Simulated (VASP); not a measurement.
Input of a VASP 6.6.1 run:

File INCAR:

```
SYSTEM = Nb
PREC     = Accurate       ! precision mode
ENCUT    = 520            ! plane-wave cutoff, eV
EDIFF    = 1E-6           ! SCF threshold, eV
ISMEAR   = -1             ! smearing method
SIGMA    = 0.1            ! smearing width, eV
LREAL    = .FALSE.        ! projectors in reciprocal space
LASPH    = .TRUE.         ! aspherical terms in the spheres
NELM     = 60             ! most SCF steps
ALGO     = Normal         ! electronic algorithm
ISIF     = 2              ! what is computed and relaxed
LWAVE    = .FALSE.        ! write WAVECAR
LCHARG   = .FALSE.        ! write CHGCAR
GGA      = PS             ! functional
NBANDS   = 20             ! bands
```

File KPOINTS:

```
Automatic mesh
0
G
  14 14 7
  0 0 0
```

POSCAR

```
Nb
1.0
    2.7975398089      0.0000000000      0.0000000000
   -1.3987699044      2.4227405426      0.0000000000
    0.0000000000      0.0000000000      5.1155611672
Nb
2
Direct
    0.3333333333      0.6666666667      0.2500000000
    0.6666666667      0.3333333333      0.7500000000
```

Potentials or basis: VASP PAW PBE potentials, release 64 (Nb_sv).

The run is started by

```console
$ cat potpaw_PBE.64/Nb_sv/POTCAR > POTCAR
$ mpirun -np 1 vasp_std > vasp.out
```

Task: What does it give for the pressure?

Result: 7.1 GPa.

Task: What does it give for the band gap on the k mesh?

Result: Zero (band 13 reaches 13.74 eV, above the bottom of band 14 at 11.26 eV).

Caveat: the PAW data sets were made with another functional, which shifts forces and pressure a little.
